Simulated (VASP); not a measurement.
Wanted: the native input for a VASP 6.6.1 run.

- Task: single point
- Functional: PBE
- Potentials or basis: VASP PAW PBE potentials, release 64 (Sn_d)
- Cutoff: 520 eV
- k mesh: 10 × 10 × 10
- Occupations: fermi-dirac, width 0.05 eV
- Spin: no spin polarisation
- Dipole correction: no
- Further INCAR settings: ALGO = Normal; EDIFF = 1e-07; NBANDS = 21

The structure of Sn lies in POSCAR:

```
Sn
1.0
    0.0000000000      3.3285909051      3.3285909051
    3.3285909051      0.0000000000      3.3285909051
    3.3285909051      3.3285909051      0.0000000000
Sn
2
Direct
    0.0000000000      0.0000000000      0.0000000000
    0.2500000000      0.2500000000      0.2500000000
```

These files were run (other wordings do the same):

INCAR

```
SYSTEM = Sn
PREC = Accurate
ENCUT = 520
EDIFF = 1E-7
ISMEAR = -1
SIGMA = 0.05
LREAL = .FALSE.
LASPH = .TRUE.
NELM = 100
ALGO = Normal
ISIF = 2
LWAVE = .FALSE.
LCHARG = .FALSE.
GGA = PE
NBANDS = 21
```

KPOINTS

```
Automatic mesh
0
G
  10 10 10
  0 0 0
```

Potentials or basis: VASP PAW PBE potentials, release 64 (Sn_d).

Launch:

```sh
$ cat potpaw_PBE.64/Sn_d/POTCAR > POTCAR
$ mpirun -np 1 vasp_std > vasp.out
```

It gave:

- Pressure: -0.1 GPa
- Band gap on the k mesh: zero (band 14 reaches 4.95 eV, above the bottom of band 15 at 4.72 eV)

Caveat: spin-orbit coupling is left out, which moves the levels of the heavy elements.

Run time: 27 s on 1 thread of AMD EPYC 9R45 96-Core Processor (Zen 5), on a shared host, peak memory 0.19 GiB.
